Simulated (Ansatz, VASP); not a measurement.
**SiO2 in VASP and in Ansatz**

Contents of POSCAR:

```
SiO2
1.0
    4.6320000000      0.0000000000      0.0000000000
    0.0000000000      4.6320000000      0.0000000000
    0.0000000000      0.0000000000      6.2090000000
Si O
4 8
Direct
    0.3382056770      0.3382056770      0.0000000000
    0.1617943230      0.8382056770      0.2500000000
    0.6617943230      0.6617943230      0.5000000000
    0.8382056770      0.1617943230      0.7500000000
    0.2224331928      0.1792939571      0.2165440058
    0.3207060429      0.7224331928      0.4665440058
    0.7775668072      0.8207060429      0.7165440058
    0.6792939571      0.2775668072      0.9665440058
    0.7224331928      0.3207060429      0.5334559942
    0.8207060429      0.7775668072      0.2834559942
    0.2775668072      0.6792939571      0.0334559942
    0.1792939571      0.2224331928      0.7834559942
```

File INCAR.step1:

```
  ALGO = Normal
  EDIFF = 1E-4
  ENCUT = 520
  GGA = PE
  ISMEAR = -1
  LASPH = True
  LCHARG = False
  LREAL = False
  LWAVE = True
  NBANDS = 44
  NELM = 60
  PREC = Accurate
  SIGMA = 0.02
```

INCAR.step2

```
  ALGO = Normal
  EDIFF = 1E-8
  ENCUT = 520
  ISIF = 2
  ISMEAR = -1
  ISTART = 1
  LASPH = True
  LCHARG = False
  LEFG = True
  LMIXTAU = True
  LREAL = False
  LWAVE = False
  METAGGA = R2SCAN
  NBANDS = 44
  NELM = 60
  PREC = Accurate
  SIGMA = 0.02
```

File KPOINTS:

```
k-points
0
Gamma
  5 5 4
```

Input for Ansatz:

```yaml
crystal:
  lattice:
    - [4.632, 0.0, 0.0]
    - [0.0, 4.632, 0.0]
    - [0.0, 0.0, 6.209]
  atoms:
    - { symbol: Si, position: [0.338205677, 0.338205677, 0.0] }
    - { symbol: Si, position: [0.161794323, 0.838205677, 0.25] }
    - { symbol: Si, position: [0.661794323, 0.661794323, 0.5] }
    - { symbol: Si, position: [0.838205677, 0.161794323, 0.75] }
    - { symbol: O, position: [0.2224331928, 0.1792939571, 0.2165440058] }
    - { symbol: O, position: [0.3207060429, 0.7224331928, 0.4665440058] }
    - { symbol: O, position: [0.7775668072, 0.8207060429, 0.7165440058] }
    - { symbol: O, position: [0.6792939571, 0.2775668072, 0.9665440058] }
    - { symbol: O, position: [0.7224331928, 0.3207060429, 0.5334559942] }
    - { symbol: O, position: [0.8207060429, 0.7775668072, 0.2834559942] }
    - { symbol: O, position: [0.2775668072, 0.6792939571, 0.0334559942] }
    - { symbol: O, position: [0.1792939571, 0.2224331928, 0.7834559942] }
kpoints:
  mp_grid: { grid: [5, 5, 4] }
scf:
  occupations: { method: fermi_dirac, width: 0.02 }
hamiltonian:
  xc: r2scan
  pseudopotentials: { kind: paw, frozen_core: stored }
output:
  forces: true
  stress: true
  populations: true
  efg: { quadrupole_moments_barn: { O: -0.02558 } }
```

Alike in both runs: task electric field gradients; functional r2SCAN; k mesh 5 × 5 × 4; occupations fermi-dirac, width 0.02 eV; no spin polarisation.

|  | VASP | Ansatz |
| --- | --- | --- |
| version | VASP 6.6.1 | Ansatz 0.2.0 |
| potentials or method | VASP PAW PBE potentials, release 64 (Si, O) | plane-wave PAW, scalar-relativistic |
| plane-wave cutoff (eV) | 520 | 500 |
| valence electrons in the cell | 64 | 64 |

Ansatz gave:

```
gap on the k mesh at the Fermi level (eV)                     : 6.65
pressure (GPa)                                                : 3.5
traceless stress, the component that is largest in VASP (GPa) : -0.62
rms of the force components (eV/Å)                            : 0.198
size of Vzz on the site where it differs most (V/Å²)          : 83.5
```

Task: Estimate VASP's values.

Result: gap on the k mesh at the Fermi level (eV): 6.65; pressure (GPa): 4.2; traceless stress, the component that is largest in VASP (GPa): -0.66; rms of the force components (eV/Å): 0.181; size of Vzz on the site where it differs most (V/Å²): 76.8.

VASP's potentials were made for PBE, not for r2SCAN. Atom by atom the forces differ by 0.023 eV/Å (rms over components). With one functional, cell and mesh, what is left measures potentials, basis and numerics.
